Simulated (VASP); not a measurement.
Write the native input for VASP 6.6.1 that does the following.

- Task: single point
- Functional: PBE
- Potentials or basis: VASP PAW PBE potentials, release 64 (Na_pv, F)
- Cutoff: 520 eV
- k mesh: 8 × 8 × 8
- Occupations: gaussian, width 0.02 eV
- Spin: no spin polarisation
- Dipole correction: no
- Further INCAR settings: ALGO = Normal; EDIFF = 1e-06; NBANDS = 14

The structure of NaF lies in POSCAR:

```
NaF
1.0
    0.0000000000      2.3260074142      2.3260074142
    2.3260074142      0.0000000000      2.3260074142
    2.3260074142      2.3260074142      0.0000000000
Na F
1 1
Direct
    0.0000000000      0.0000000000      0.0000000000
    0.5000000000      0.5000000000      0.5000000000
```

This cell differs from its parent crystal: volume scaled by 0.97.

The input as run:

INCAR

```
ALGO     = Normal         # electronic algorithm
EDIFF    = 1E-6           # SCF threshold, eV
ENCUT    = 520            # plane-wave cutoff, eV
GGA      = PE             # functional
ISIF     = 2              # what is computed and relaxed
ISMEAR   = 0              # smearing method
LASPH    = True           # aspherical terms in the spheres
LCHARG   = True           # write CHGCAR
LELF     = True           # ELF
LREAL    = False          # projectors in reciprocal space
LVHAR    = True         
LWAVE    = False          # write WAVECAR
NBANDS   = 14             # bands
NELM     = 80             # most SCF steps
PREC     = Accurate       # precision mode
SIGMA    = 0.02           # smearing width, eV
```

KPOINTS

```
k-points
0
Gamma
  8 8 8
```

Potentials or basis: VASP PAW PBE potentials, release 64 (Na_pv, F).

The run is started by

```sh
$ cat potpaw_PBE.64/Na_pv/POTCAR potpaw_PBE.64/F/POTCAR > POTCAR
$ mpirun -np 1 vasp_std > vasp.out
```

It gave:

| Item | Value |
| --- | --- |
| Pressure | 1.4 GPa |
| Band gap on the k mesh | 6.24 eV, direct |

Wall time 7.3 s on 1 thread of AMD EPYC 7R13 Processor (Zen 3) (shared host), peak memory 0.1 GiB.
